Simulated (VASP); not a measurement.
# NaCa2H2 (P6/mmm) in VASP: relaxation of cell and atoms with PBE

Aim: the relaxation of cell and atoms of NaCa2H2 with PBE.

Program: VASP 6.6.1. These are calculated values, not measurements. Logs are shortened: lines on timing, memory, paths and dates and some standing lists are left out, and cuts for length are marked.

### 1 The cell of the first run

It takes space group P6/mmm (No. 191, hexagonal). The conventional cell has a = 6.444 Å, b = 6.444 Å, c = 4.199 Å, α = 90.00°, β = 90.00°, γ = 120.00°. Within 4.9 Å of Na (site symmetry 6/mmm) lie 6 H at 3.72 Å and 2 Na at 4.20 Å and 12 Ca at 4.27 Å. Within 2.8 Å of Ca (site symmetry -6m2) lie 2 H at 2.10 Å. Within 2.8 Å of H (site symmetry -6m2) lie 2 Ca at 2.10 Å.

The cell was generated, and may not be a known phase.

### 2 Relaxation of cell and atoms, PBE

The input, INCAR:

```
PREC = Accurate
ENCUT = 600
EDIFF = 1E-6
ISMEAR = 0
SIGMA = 0.1
LREAL = F
LASPH = T
NELM = 80
ALGO = Normal
ISIF = 3
LWAVE = F
LCHARG = F
GGA = PE
IBRION = 2
NSW = 100
EDIFFG = -0.01
```

The input, KPOINTS:

```
Automatic mesh
0
Gamma
  6 6 10
```

The input, POSCAR:

```
NaCa2H2
1.0
    6.4440868484      0.0000000000      0.0000000000
   -3.2220434242      5.5807429149      0.0000000000
    0.0000000000      0.0000000000      4.1987407942
Na Ca H
1 2 2
Direct
    0.0000000000      0.0000000000      0.5000000000
    0.3333333333      0.6666666667      0.0000000000
    0.6666666667      0.3333333333      0.0000000000
    0.3333333333      0.6666666667      0.5000000000
    0.6666666667      0.3333333333      0.5000000000
```

Potentials or basis: VASP PAW PBE potentials, release 64 (Na_pv, Ca_sv, H).

On the command line:

```sh
$ cat potpaw_PBE.64/Na_pv/POTCAR potpaw_PBE.64/Ca_sv/POTCAR potpaw_PBE.64/H/POTCAR > POTCAR
$ mpirun -np 1 vasp_std > vasp.out
```

OUTCAR:

```text
PREC = Accurate
   ENCUT = 600
   EDIFF = 1E-6
   ISMEAR = 0
   LREAL = F
   LASPH = T
   NELM = 80
   ISIF = 3
   GGA = PE
   IBRION = 2
   NSW = 100
   EDIFFG = -0.01

 ion  position               nearest neighbor table
   1  0.000  0.000  0.500-
   2  0.333  0.667  0.000-
   3  0.667  0.333  0.000-
   4  0.333  0.667  0.500-
   5  0.667  0.333  0.500-

  LATTYP: Found a hexagonal cell.
 ALAT       =     6.4440868484
 C/A-ratio  =     0.6515648986

  Lattice vectors:

 A1 = (   6.4440868484,   0.0000000000,   0.0000000000)
 A2 = (  -3.2220434242,   5.5807429149,   0.0000000000)
 A3 = (   0.0000000000,   0.0000000000,   4.1987407942)

Analysis of symmetry for initial positions (statically):
=====================================================================
 Subroutine PRICEL returns:
 Original cell was already a primitive cell.

 Routine SETGRP: Setting up the symmetry group for a
 hexagonal supercell.

 Subroutine GETGRP returns: Found 24 space group operations
 (whereof 24 operations were pure point group operations)
 out of a pool of 24 trial point group operations.

The static configuration has the point symmetry D_6h.

Analysis of symmetry for dynamics (positions and initial velocities):
=====================================================================
 Subroutine PRICEL returns:
 Original cell was already a primitive cell.

 Routine SETGRP: Setting up the symmetry group for a
 hexagonal supercell.

 Subroutine GETGRP returns: Found 24 space group operations
 (whereof 24 operations were pure point group operations)
 out of a pool of 24 trial point group operations.

The dynamic configuration has the point symmetry D_6h.

 Subroutine INISYM returns: Found 24 space group operations
 (whereof 24 operations are pure point group operations),
 and found     1 'primitive' translations

----------------------------------------------------------------------------------------

                                     Primitive cell

  volume of cell :     150.9984

  direct lattice vectors                    reciprocal lattice vectors
[... 98 lines left out ...]
   NFREE  =      1    steps in history (QN), initial steepest desc. (CG)
   ISIF   =      3    stress and relaxation
   ISYM   =      2    0-nonsym 1-usesym 2-fastsym
   POTIM  = 0.5000    time-step for ionic-motion
   TEBEG  =    0.0;   TEEND  =   0.0 temperature during run
   PSTRESS=    0.0 pullay stress
   NELECT =      29.0000    total number of electrons
   NUPDOWN=      -1.0000    fix difference up-down
   EMIN   =  10.00;   EMAX   =-10.00  energy-range for DOS
   EFERMI =   0.00;   METHOD = LEGACY
   ISMEAR =     0;   SIGMA  =   0.10  broadening in eV -4-tet -1-fermi 0-gaus
   EFERMI_NEDOS =   21; number of points for ismear=-14 and -15
   IALGO  =     38    algorithm
   IMIX   =      4    mixing-type and parameters
     AMIX     =   0.40;   BMIX     =  1.00
     AMIX_MAG =   1.60;   BMIX_MAG =  1.00
  volume/ion in A,a.u.               =      30.20       203.80
  Fermi-wavevector in a.u.,A,eV,Ry     =   0.944532  1.784907 12.138311  0.892141
  Thomas-Fermi vector in A             =   2.072346
   LORBIT       =      0    0 simple, 1 ext, 2 COOP (PROOUT), +10 PAW based schemes
   GGA     = PE    functional components
   LHFCALC =     F    Hartree Fock is set to
   AEXX    =    0.0000 exact exchange contribution
   IVDW    =     0    specifies the selected vdW correction
   LEPSILON=     F    determine dielectric tensor
   LRPA    =     F    only Hartree local field effects (RPA)
 conjugate gradient relaxation of ions
 non-spin polarized calculation
 Gauss-broadening in eV      SIGMA  =   0.10
  energy-cutoff  :      600.00
  volume of cell :      151.00
 maximum number of plane-waves:      5073
 NGX is ok and might be reduce to    54
   NGX = 25   NGY = 25   NGZ = 17

--------------------------------------- Ionic step        1  -------------------------------------------

 number of electron      28.9999993 magnetization

 Free energy of the ion-electron system (eV)
  ---------------------------------------------------
  ext. energy  EPLUGINS =         0.00000000
  ---------------------------------------------------
  free energy    TOTEN  =       -11.30733767 eV

  energy without entropy =      -11.28996322  energy(sigma->0) =      -11.29865045

------------------------ aborting loop because EDIFF is reached ----------------------------------------

  FORCE on cell =-STRESS in cart. coord.  units (eV):
  Direction    XX          YY          ZZ          XY          YZ          ZX
  --------------------------------------------------------------------------------------
  -------------------------------------------------------------------------------------
  Total        0.1716263      0.1716263      0.0543380      0.0000000     -0.0000000      0.0000000
  in kB        1.8210502      1.8210502      0.5765567      0.0000000     -0.0000000      0.0000000
  external PRESSURE =       1.4062190 kB  Pullay stress =       0.0000000 kB
[... 182 lines left out ...]
--------------------------------------- Ionic step        6  -------------------------------------------

 number of electron      28.9999992 magnetization

 Free energy of the ion-electron system (eV)
  ---------------------------------------------------
  ext. energy  EPLUGINS =         0.00000000
  ---------------------------------------------------
  free energy    TOTEN  =       -11.30923225 eV

  energy without entropy =      -11.29176790  energy(sigma->0) =      -11.30050008

 E-fermi :   0.7319     XC(G=0):  -6.7651

 val. band max:        0.7216586216   @ k =   0.3333   0.1667   0.4000
 cond. band min:       0.7371002081   @ k =   0.5000  -0.0000   0.5000
 fundamental gap:      0.0154415865
 Fermi energy:         0.7318611909

 k-point     1 :       0.0000    0.0000    0.0000
  band No.  band energies     occupation
      1     -41.2268      2.00000
      2     -41.2153      2.00000
      3     -24.2480      2.00000
      4     -24.2480      2.00000
      5     -24.2084      2.00000
      6     -22.3728      2.00000
[... 481 lines left out ...]
      5     -24.2117      2.00000
      6     -22.3744      2.00000
[... 10 lines left out ...]
     17       1.7627      0.00000
     18       2.2564      0.00000

 [... further k-points ...]

------------------------ aborting loop because EDIFF is reached ----------------------------------------

  FORCE on cell =-STRESS in cart. coord.  units (eV):
  Direction    XX          YY          ZZ          XY          YZ          ZX
  --------------------------------------------------------------------------------------
  -------------------------------------------------------------------------------------
  Total        0.0006368      0.0006368      0.0244621      0.0000000     -0.0000000      0.0000000
  in kB        0.0066107      0.0066107      0.2539295      0.0000000     -0.0000000      0.0000000
  external PRESSURE =       0.0890503 kB  Pullay stress =       0.0000000 kB
[... 20 lines left out ...]
  FREE ENERGIE OF THE ION-ELECTRON SYSTEM (eV)
  ---------------------------------------------------
  free  energy   TOTEN  =       -11.3092322481 eV

  energy  without entropy=      -11.2917679030  energy(sigma->0) =      -11.30050008

 reached required accuracy - stopping structural energy minimisation
```

OSZICAR:

```text
N       E                     dE             d eps       ncg     rms          rms(c)
DAV:   1     0.270039480688E+03    0.27004E+03   -0.15013E+04  1512   0.156E+03
[... 54 lines left out ...]
DAV:   1    -0.113101555759E+02   -0.96650E-03   -0.51055E-02  1518   0.234E+00    0.183E-01
DAV:   2    -0.113095734177E+02    0.58216E-03   -0.19144E-03  2090   0.394E-01    0.111E-01
DAV:   3    -0.113092521389E+02    0.32128E-03   -0.14317E-03  1840   0.308E-01    0.320E-02
DAV:   4    -0.113092460892E+02    0.60498E-05   -0.13734E-04  2162   0.826E-02    0.264E-02
DAV:   5    -0.113092380596E+02    0.80296E-05   -0.14082E-05  2020   0.306E-02    0.137E-02
DAV:   6    -0.113092317226E+02    0.63370E-05   -0.18430E-05  1890   0.381E-02    0.527E-03
DAV:   7    -0.113092322481E+02   -0.52549E-06   -0.78921E-07  1010   0.881E-03
   6 F= -.11309232E+02 E0= -.11300500E+02  d E =-.448234E-03
```

CONTCAR:

```text
NaCa2H2
   1.00000000000000
     6.5189624100039243    0.0000000000000000    0.0000000000000000
    -3.2594812050019621    5.6455870533713606    0.0000000000000000
     0.0000000000000000   -0.0000000000000000    4.1937673486093106
  Na              Ca              H
     1     2     2
Direct
     1.0000000000000000    0.0000000000000000    0.5000000000000000
     0.3333333332999970    0.6666666667000030    0.0000000000000000
     0.6666666667000030    0.3333333332999970    0.0000000000000000
     0.3333333332999970    0.6666666667000030    0.5000000000000000
     0.6666666667000030    0.3333333332999970    0.5000000000000000

  0.00000000E+00  0.00000000E+00  0.00000000E+00
  0.00000000E+00  0.00000000E+00  0.00000000E+00
  0.00000000E+00  0.00000000E+00  0.00000000E+00
  0.00000000E+00  0.00000000E+00  0.00000000E+00
  0.00000000E+00  0.00000000E+00  0.00000000E+00
```

Run time: 9 min. Hardware: 1 thread of Intel Xeon Platinum 8259CL at 2.50GHz (Skylake/Cascade Lake), shared host; peak memory 0.42 GiB.

Results:

```
Free energy                           : -11.3092 eV
Relaxed volume                        : 30.87 Å³/atom
Relaxed cell                          : a = 6.519 Å, b = 6.519 Å, c = 4.194 Å, α = 90.00°, β = 90.00°, γ = 120.00°
Space group after relaxing (to 0.1 Å) : P6/mmm (No. 191)
Energy gained by relaxing             : 0.4 meV/atom
Ionic steps                           : 6
Pressure after relaxing               : 0.0 GPa
Band gap on the k mesh                : zero (an odd number of electrons rules out a gap without spin polarisation)
```

Step by step:
| step | energy change (eV) | largest force (eV/Å) | pressure (GPa) | volume (Å³) |
| --- | --- | --- | --- | --- |
| 1 | 0.0000 | 0.0000 | 0.14 | 151.00 |
| 2 | -0.0005 | 0.0000 | 0.10 | 151.58 |
| 3 | -0.0014 | 0.0000 | -0.02 | 153.33 |
| 4 | -0.0014 | 0.0000 | -0.05 | 153.85 |
| 5 | -0.0019 | 0.0000 | -0.01 | 154.16 |
| 6 | -0.0019 | 0.0000 | 0.01 | 154.34 |

Final structure:
```
Na Ca H
1.0
     6.51896    0.00000    0.00000
    -3.25948    5.64559    0.00000
     0.00000    0.00000    4.19377
Na Ca H
1 2 2
Direct
  0.00000 0.00000 0.50000
  0.33333 0.66667 0.00000
  0.66667 0.33333 0.00000
  0.33333 0.66667 0.50000
  0.66667 0.33333 0.50000
```

Levels at points of the mesh, in eV from the Fermi level:
| k point | band 11 | band 12 | band 13 | band 14 | band 15 | band 16 | band 17 | band 18 |
| --- | --- | --- | --- | --- | --- | --- | --- | --- |
| (0.00, 0.00, 0.00) | -22.73 | -4.84 | -3.56 | -1.36 | 0.61 | 0.61 | 0.84 | 0.84 |
| (0.50, 0.00, 0.00) | -22.73 | -4.38 | -4.01 | -1.37 | -0.33 | 0.32 | 0.72 | 1.40 |
| (0.00, 0.00, 0.50) | -22.79 | -3.30 | -2.10 | -1.42 | 1.13 | 1.13 | 1.57 | 1.57 |
| (0.50, 0.00, 0.50) | -22.80 | -2.92 | -2.57 | -0.27 | 0.01 | 0.52 | 0.70 | 1.04 |
